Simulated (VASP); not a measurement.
Input of a VASP 6.6.1 run:

File INCAR:

```
SYSTEM = MoS2
PREC     = Accurate       ! precision mode
ENCUT    = 520            ! plane-wave cutoff, eV
EDIFF    = 1E-7           ! SCF threshold, eV
ISMEAR   = 0              ! smearing method
SIGMA    = 0.01           ! smearing width, eV
LREAL    = .FALSE.        ! projectors in reciprocal space
LASPH    = .TRUE.         ! aspherical terms in the spheres
NELM     = 60             ! most SCF steps
ALGO     = Normal         ! electronic algorithm
ISIF     = 2              ! what is computed and relaxed
LWAVE    = .FALSE.        ! write WAVECAR
LCHARG   = .FALSE.        ! write CHGCAR
GGA      = PE             ! functional
IBRION   = 2              ! ionic algorithm
NSW      = 60             ! ionic steps
EDIFFG   = -0.001         ! ionic threshold
```

File KPOINTS:

```
regular mesh
0
G
  12 12 3
  0 0 0
```

The input POSCAR:

```
MoS2
1.0
    3.1690000000      0.0000000000      0.0000000000
   -1.5845000000      2.7444345046      0.0000000000
    0.0000000000      0.0000000000     12.3240000000
Mo S
2 4
Direct
    0.3333333333      0.6666666667      0.2500000000
    0.6666666667      0.3333333333      0.7500000000
    0.3333333333      0.6666666667      0.6230000000
    0.6666666667      0.3333333333      0.1230000000
    0.3333333333      0.6666666667      0.8770000000
    0.6666666667      0.3333333333      0.3770000000
```

Potentials or basis: VASP PAW PBE potentials, release 64 (Mo_sv, S).

Launch:

```bash
$ cat potpaw_PBE.64/Mo_sv/POTCAR potpaw_PBE.64/S/POTCAR > POTCAR
$ mpirun -np 1 vasp_std > vasp.out
```

**Question.** Estimate the energy gained by relaxing.

**Answer.** 0.1 meV/atom.

**Question.** What does it give for the band gap on the k mesh?

**Answer.** 0.90 eV, indirect (least direct gap 1.65 eV).

Step by step:
| step | energy change (eV) | largest force (eV/Å) | pressure (GPa) |
| --- | --- | --- | --- |
| 1 | 0.0000 | 0.0778 | 1.86 |
| 2 | -0.0006 | 0.0055 | 2.22 |
| 3 | -0.0006 | 0.0001 | 2.24 |

Caveat: this functional lacks dispersion, which binds the layers, so the pressure and a relaxed spacing across them are unreliable.

**Measured values to compare with.**

“Multiwavelength excitation Raman Scattering Analysis of bulk and 2 dimensional MoS2: Vibrational properties of atomically thin MoS2 layers”, 2015, arxiv:1506.03228 reports, for a bulk crystal of MoS2 at 300 K: band gap 1.3 eV (indirect).

Against the measured gap of MoS2, 1.3 eV (indirect; 300 K; “Multiwavelength excitation Raman Scattering Analysis of bulk and 2 dimensional MoS2: Vibrational properties of atomically thin MoS2 layers”, 2015, arxiv:1506.03228), the calculated 0.90 eV is off by -0.40 eV. Spin-orbit coupling on Mo is left out. The value is that of PBE on a finite k mesh, which can miss the band edges, without temperature or zero-point motion. Semilocal functionals fall short of measured gaps as a rule.
